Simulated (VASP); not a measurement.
A run of VASP 6.6.1:

Contents of INCAR:

```
  ALGO = Normal
  EDIFF = 1E-6
  ENCUT = 600
  GGA = PE
  GGA_COMPAT = F
  ISIF = 2
  ISMEAR = 0
  LASPH = T
  LCHARG = F
  LREAL = F
  LWAVE = F
  NBANDS = 28
  NELM = 120
  PREC = Accurate
  SIGMA = 0.02
```

KPOINTS

```
k-points
0
Gamma
  6 6 6
```

The input POSCAR:

```
BaZrO3
1.0
    4.2169156533      0.0000000000      0.0000000000
    0.0000000000      4.2169156533      0.0000000000
    0.0000000000      0.0000000000      4.2329136105
Ba O Zr
1 3 1
Direct
    0.0000000000      0.0000000000      0.0000000000
    0.5000000000      0.5000000000      0.0000000000
    0.0000000000      0.5000000000      0.5000000000
    0.5000000000      0.0000000000      0.5000000000
    0.5000000000      0.5000000000      0.5000000000
```

Potentials or basis: VASP PAW PBE potentials, release 64 (Ba_sv, O, Zr_sv).

The run is started by

```sh
$ cat potpaw_PBE.64/Ba_sv/POTCAR potpaw_PBE.64/O/POTCAR potpaw_PBE.64/Zr_sv/POTCAR > POTCAR
$ mpirun -np 1 vasp_std > vasp.out
```

Hardware: 1 thread of Intel Xeon 8259CL (shared host).

**Question.** Estimate the wall time of this run.

**Answer.** Run time: 2.6 min on 1 thread of Intel Xeon 8259CL, with other jobs on the host, peak memory 0.27 GiB. Counts: scf iterations 14, k points 40.
